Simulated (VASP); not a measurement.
# Hf3Be (I4/mmm) in VASP: a series of runs, part 2 of 2

VASP 6.6.1. The steps go on from the part before.

## Step 4: Single point, PBEsol

INCAR

```
SYSTEM = Hf3Be
PREC     = Accurate       ! precision mode
ENCUT    = 520            ! plane-wave cutoff, eV
EDIFF    = 1E-7           ! SCF threshold, eV
ISMEAR   = 0              ! smearing method
SIGMA    = 0.1            ! smearing width, eV
LREAL    = .False.        ! projectors in reciprocal space
LASPH    = .True.         ! aspherical terms in the spheres
NELM     = 100            ! most SCF steps
ALGO     = Fast           ! electronic algorithm
ISIF     = 2              ! what is computed and relaxed
LWAVE    = .False.        ! write WAVECAR
LCHARG   = .False.        ! write CHGCAR
GGA      = PS             ! functional
NBANDS   = 24             ! bands
```

KPOINTS

```
regular mesh
0
Gamma
  10 10 10
  0 0 0
```

POSCAR

```
Hf3Be
1.0
   -2.0920000000      2.0920000000      4.3530460000
    2.0920000000     -2.0920000000      4.3530460000
    2.0920000000      2.0920000000     -4.3530460000
Hf Be
3 1
Direct
    0.5000000000      0.5000000000      0.0000000000
    0.2500000000      0.7500000000      0.5000000000
    0.7500000000      0.2500000000      0.5000000000
    0.0000000000      0.0000000000      0.0000000000
```

Potentials or basis: VASP PAW PBE potentials, release 64 (Hf_pv, Be).

Started as:

```sh
> cat potpaw_PBE.64/Hf_pv/POTCAR potpaw_PBE.64/Be/POTCAR > POTCAR
> mpirun -np 1 vasp_std > vasp.out
```

OUTCAR:

```text
SYSTEM = Hf3Be
   PREC = Accurate
   ENCUT = 520
   EDIFF = 1E-7
   ISMEAR = 0
   LREAL = .False.
   LASPH = .True.
   NELM = 100
   ISIF = 2
   GGA = PS

 ion  position               nearest neighbor table
   1  0.500  0.500  0.000-   4 2.96   4 2.96   4 2.96   4 2.96   2 3.02   2 3.02   3 3.02   3 3.02
                             3 3.02   2 3.02   3 3.02   2 3.02
   2  0.250  0.750  0.500-   3 2.96   3 2.96   3 2.96   3 2.96   4 3.02   4 3.02   1 3.02   1 3.02
                             4 3.02   1 3.02   4 3.02   1 3.02
   3  0.750  0.250  0.500-   2 2.96   2 2.96   2 2.96   2 2.96   1 3.02   1 3.02   4 3.02   4 3.02
                             4 3.02   1 3.02   4 3.02   1 3.02
   4  0.000  0.000  0.000-   1 2.96   1 2.96   1 2.96   1 2.96   3 3.02   3 3.02   2 3.02   2 3.02
                             3 3.02   2 3.02   3 3.02   2 3.02

  LATTYP: Found a body centered tetragonal cell.
 ALAT       =     4.1840000000
 C/A-ratio  =     2.0808059273

  Lattice vectors:

 A1 = (  -2.0920000000,   2.0920000000,   4.3530460000)
 A2 = (   2.0920000000,  -2.0920000000,   4.3530460000)
 A3 = (   2.0920000000,   2.0920000000,  -4.3530460000)

Analysis of symmetry for initial positions (statically):
=====================================================================
 Subroutine PRICEL returns:
 Original cell was already a primitive cell.

 Routine SETGRP: Setting up the symmetry group for a
 body centered tetragonal supercell.

 Subroutine GETGRP returns: Found 16 space group operations
 (whereof 16 operations were pure point group operations)
 out of a pool of 16 trial point group operations.

The static configuration has the point symmetry D_4h.

Analysis of symmetry for dynamics (positions and initial velocities):
=====================================================================
 Subroutine PRICEL returns:
 Original cell was already a primitive cell.

 Routine SETGRP: Setting up the symmetry group for a
 body centered tetragonal supercell.

 Subroutine GETGRP returns: Found 16 space group operations
 (whereof 16 operations were pure point group operations)
 out of a pool of 16 trial point group operations.

[... 121 lines left out ...]
   IALGO  =     68    algorithm
   IMIX   =      4    mixing-type and parameters
     AMIX     =   0.40;   BMIX     =  1.00
     AMIX_MAG =   1.60;   BMIX_MAG =  1.00
  volume/ion in A,a.u.               =      19.05       128.56
  Fermi-wavevector in a.u.,A,eV,Ry     =   1.225931  2.316673 20.448282  1.502906
  Thomas-Fermi vector in A             =   2.360950
   LORBIT       =      0    0 simple, 1 ext, 2 COOP (PROOUT), +10 PAW based schemes
   GGA     = PS    functional components
   LHFCALC =     F    Hartree Fock is set to
   AEXX    =    0.0000 exact exchange contribution
   IVDW    =     0    specifies the selected vdW correction
   LEPSILON=     F    determine dielectric tensor
   LRPA    =     F    only Hartree local field effects (RPA)
 non-spin polarized calculation
 RMM-DIIS sequential band-by-band and
 Gauss-broadening in eV      SIGMA  =   0.10
  energy-cutoff  :      520.00
  volume of cell :       76.20
 maximum number of plane-waves:      2072
   NGX = 19   NGY = 19   NGZ = 19

 number of electron      31.9999998 magnetization

 Free energy of the ion-electron system (eV)
  ---------------------------------------------------
  ext. energy  EPLUGINS =         0.00000000
  ---------------------------------------------------
  free energy    TOTEN  =       -35.14783656 eV

  energy without entropy =      -35.13891669  energy(sigma->0) =      -35.14337662

 E-fermi :   4.4800     XC(G=0): -11.2226

 val. band max:        4.4552461929   @ k =   0.5000   0.5000   0.1000
 cond. band min:       4.4903565296   @ k =  -0.3000   0.3000   0.1000
 fundamental gap:      0.0351103368
 Fermi energy:         4.4799923821

 k-point     1 :       0.0000    0.0000    0.0000
  band No.  band energies     occupation
      1     -26.0968      2.00000
      2     -25.9623      2.00000
      3     -25.9623      2.00000
      4     -25.7013      2.00000
      5     -25.7013      2.00000
      6     -25.5480      2.00000
[... 637 lines left out ...]
     23       8.1983      0.00000
     24       9.3848      0.00000

 [... further k-points ...]
[... 5 lines left out ...]
  --------------------------------------------------------------------------------------
  -------------------------------------------------------------------------------------
  Total       -2.1646836     -2.1646836     -1.9306236      0.0000000     -0.0000000      0.0000000
  in kB      -45.5122609    -45.5122609    -40.5911715      0.0000000     -0.0000000      0.0000000
  external PRESSURE =     -43.8718977 kB  Pullay stress =       0.0000000 kB

 VOLUME and BASIS-vectors are now :
 -----------------------------------------------------------------------------
  energy-cutoff  :      520.00
  volume of cell :       76.20
      direct lattice vectors                 reciprocal lattice vectors
    -2.092000000  2.092000000  4.353046000     0.000000000  0.239005736  0.114862099
     2.092000000 -2.092000000  4.353046000     0.239005736  0.000000000  0.114862099
     2.092000000  2.092000000 -4.353046000     0.239005736  0.239005736  0.000000000

 POSITION                                       TOTAL-FORCE (eV/Angst)
 -----------------------------------------------------------------------------------
      0.00000      0.00000      4.35305        -0.000000     -0.000000      0.000000
      2.09200      0.00000      2.17652        -0.000000      0.000000     -0.000000
      0.00000      2.09200      2.17652         0.000000      0.000000      0.000000
      0.00000      0.00000      0.00000        -0.000000     -0.000000      0.000000
 -----------------------------------------------------------------------------------
    total drift:                                0.000000     -0.000000      0.000000

  FREE ENERGIE OF THE ION-ELECTRON SYSTEM (eV)
  ---------------------------------------------------
  free  energy   TOTEN  =       -35.1478365578 eV

  energy  without entropy=      -35.1389166877  energy(sigma->0) =      -35.14337662
```

stdout:

```text
POSCAR found type information on POSCAR HfBe
 POSCAR found :  2 types and       4 ions
 scaLAPACK will be used
 -----------------------------------------------------------------------------
|                                                                             |
|                                                                             |
|     You enforced a specific xc type in the INCAR file but a different       |
|     I HOPE YOU KNOW WHAT YOU ARE DOING!                                     |
|                                                                             |
 -----------------------------------------------------------------------------

 LDA part: xc-table for (Slater+PW92), standard interpolation
 POSCAR, INCAR and KPOINTS ok, starting setup
 FFT: planning ... GRIDC
 FFT: planning ... GRID_SOFT
 FFT: planning ... GRID
 WAVECAR not read
 entering main loop
```

Run time: 2.1 min. Hardware: 1 thread of Intel Xeon 6975P-C (Granite Rapids), shared host; peak memory 0.34 GiB.

What came out:

```
Free energy            : -35.1478 eV
Pressure               : -4.4 GPa
Band gap on the k mesh : zero (band 16 reaches 4.71 eV, above the bottom of band 17 at 4.17 eV)
```

Caveat: the PAW data sets were made with another functional, which shifts forces and pressure a little; spin-orbit coupling is left out, which moves the levels of the heavy elements.

## Step 5: Single point, LDA

INCAR

```
SYSTEM = Hf3Be
PREC = Accurate
ENCUT = 520
EDIFF = 1E-6
ISMEAR = -1
SIGMA = 0.05
LREAL = .False.
LASPH = .True.
NELM = 80
ALGO = Fast
ISIF = 2
LWAVE = .False.
LCHARG = .False.
GGA = CA
NBANDS = 24
```

KPOINTS

```
regular mesh
0
Gamma
  5 5 5
  0 0 0
```

POSCAR is that of step 4.

Potentials or basis: VASP PAW LDA potentials, release 64 (Hf_pv, Be).

Started as:

```sh
> cat potpaw_LDA.64/Hf_pv/POTCAR potpaw_LDA.64/Be/POTCAR > POTCAR
> mpirun -np 1 vasp_std > vasp.out
```

OUTCAR:

```text
SYSTEM = Hf3Be
   PREC = Accurate
   ENCUT = 520
   EDIFF = 1E-6
   ISMEAR = -1
   LREAL = .False.
   LASPH = .True.
   NELM = 80
   ISIF = 2
   GGA = CA

 ion  position               nearest neighbor table
   1  0.500  0.500  0.000-   4 2.96   4 2.96   4 2.96   4 2.96   2 3.02   2 3.02   3 3.02   3 3.02
                             3 3.02   2 3.02   3 3.02   2 3.02
   2  0.250  0.750  0.500-   3 2.96   3 2.96   3 2.96   3 2.96   4 3.02   4 3.02   1 3.02   1 3.02
                             4 3.02   1 3.02   4 3.02   1 3.02
[... 682 lines left out ...]
  Direction    XX          YY          ZZ          XY          YZ          ZX
  --------------------------------------------------------------------------------------
  -------------------------------------------------------------------------------------
  Total       -3.8202131     -3.8202131     -3.5508849      0.0000000      0.0000000      0.0000000
  in kB      -80.3196050    -80.3196050    -74.6570066      0.0000000      0.0000000      0.0000000
  external PRESSURE =     -78.4320722 kB  Pullay stress =       0.0000000 kB

 VOLUME and BASIS-vectors are now :
 -----------------------------------------------------------------------------
  energy-cutoff  :      520.00
  volume of cell :       76.20
      direct lattice vectors                 reciprocal lattice vectors
    -2.092000000  2.092000000  4.353046000     0.000000000  0.239005736  0.114862099
     2.092000000 -2.092000000  4.353046000     0.239005736  0.000000000  0.114862099
     2.092000000  2.092000000 -4.353046000     0.239005736  0.239005736  0.000000000

 POSITION                                       TOTAL-FORCE (eV/Angst)
 -----------------------------------------------------------------------------------
      0.00000      0.00000      4.35305        -0.000000     -0.000000      0.000000
      2.09200      0.00000      2.17652        -0.000000      0.000000     -0.000000
      0.00000      2.09200      2.17652         0.000000     -0.000000     -0.000000
      0.00000      0.00000      0.00000        -0.000000     -0.000000      0.000000
 -----------------------------------------------------------------------------------
    total drift:                                0.000000     -0.000000      0.000000

  FREE ENERGIE OF THE ION-ELECTRON SYSTEM (eV)
  ---------------------------------------------------
  free  energy   TOTEN  =       -35.9038183825 eV

  energy  without entropy=      -35.8878872235  energy(sigma->0) =      -35.89585280
```

stdout:

```text
POSCAR found type information on POSCAR HfBe
 POSCAR found :  2 types and       4 ions
 scaLAPACK will be used
 LDA part: xc-table for (Slater(with rela. corr.)+CA(PZ))
 , standard interpolation
 POSCAR, INCAR and KPOINTS ok, starting setup
 FFT: planning ... GRIDC
 FFT: planning ... GRID_SOFT
 FFT: planning ... GRID
 WAVECAR not read
 entering main loop
```

Run time: 2.5 min. Hardware: 1 thread of AMD EPYC 7R13, shared host; peak memory 0.17 GiB.

What came out:

```yaml
Free_energy: -35.9038 eV
Pressure: -7.8 GPa
Band_gap_on_the_k_mesh: zero (band 16 reaches 4.55 eV, above the bottom of band 17 at 4.32 eV)
```

Levels at points of the mesh, in eV from the Fermi level:
```csv
k point,band 12,band 13,band 14,band 15,band 16,band 17,band 18,band 19,band 20,band 21
"(0.00, 0.00, 0.00)",-2.43,-1.36,-0.89,-0.89,0.17,0.84,0.84,1.79,3.10,3.33
```

Caveat: the k points lie up to 0.42 Å⁻¹ apart; spin-orbit coupling is left out, which moves the levels of the heavy elements.

## Step 6: The runs side by side

```tsv
level	potentials or basis	k mesh	smearing	gap on the mesh (eV)	pressure (GPa)
PBE	VASP PAW PBE potentials, release 64 (Hf_pv, Be)	8 × 8 × 8	fermi-dirac 0.1 eV	none	-0.2
PBEsol	VASP PAW PBE potentials, release 64 (Hf_pv, Be)	8 × 8 × 8	gaussian 0.1 eV	none	-4.5
PBEsol	VASP PAW PBE potentials, release 64 (Hf_pv, Be)	10 × 10 × 10	gaussian 0.1 eV	none	-4.4
LDA	VASP PAW LDA potentials, release 64 (Hf_pv, Be)	5 × 5 × 5	fermi-dirac 0.05 eV	none	-7.8
```

Alike in all rows: task single point; no spin polarisation; cell as given; cutoff (eV) 520.

Caveats: some runs use coarse meshes; spin-orbit coupling is left out, which moves the levels of the heavy elements; the PAW data sets were made with another functional, which shifts forces and pressure a little (some runs).

Absolute energies hang on the potentials; compare differences alone.
